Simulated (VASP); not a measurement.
**Ca: single point with PBE**

Ca:

```
Ca
1.0
     3.90468    0.00000    0.00000
    -1.95234    3.38155    0.00000
     0.00000    0.00000   13.46965
Ca
4
Cartesian
  0.0000 0.0000 0.0000
  0.0000 2.2544 3.3674
  0.0000 0.0000 6.7348
  1.9523 1.1272 10.1022
```

This cell differs from its parent crystal: strained.

```json
{
 "Program": "VASP 6.6.1",
 "Task": "single point",
 "Functional": "PBE",
 "Potentials or basis": "VASP PAW PBE potentials, release 64 (Ca_sv)",
 "Cutoff": "520 eV",
 "k mesh": "12 × 12 × 4",
 "Occupations": "gaussian, width 0.1 eV",
 "Spin": "no spin polarisation"
}
```

| Property | Result |
| --- | --- |
| Pressure | -0.8 GPa |
| Band gap on the k mesh | zero (bands 20 and 21 overlap by 0.67 eV) |

Stress tensor (GPa, compression positive):
```
-0.31  0.00  0.00
 0.00 -0.31  0.00
 0.00  0.00 -1.75
```

Levels at points of the mesh, in eV from the Fermi level:
| k point | band 17 | band 18 | band 19 | band 20 | band 21 | band 22 | band 23 | band 24 |
| --- | --- | --- | --- | --- | --- | --- | --- | --- |
| (0.00, 0.00, 0.00) | -3.97 | -3.07 | -3.07 | -1.20 | -0.43 | 1.17 | 1.18 | 2.00 |
| (0.50, 0.00, 0.00) | -0.99 | -0.77 | -0.64 | -0.52 | -0.01 | 0.07 | 0.41 | 0.47 |
| (0.00, 0.00, 0.50) | -3.74 | -3.74 | -2.07 | -2.07 | 0.34 | 0.34 | 1.77 | 1.77 |
| (0.50, 0.00, 0.50) | -0.89 | -0.89 | -0.59 | -0.59 | 0.07 | 0.07 | 0.44 | 0.44 |

Wall time 3.4 min on 1 thread of AMD EPYC 9R45 96-Core Processor (Zen 5) (shared host), peak memory 0.38 GiB.

Caveat: the cell differs from its parent crystal (strained).
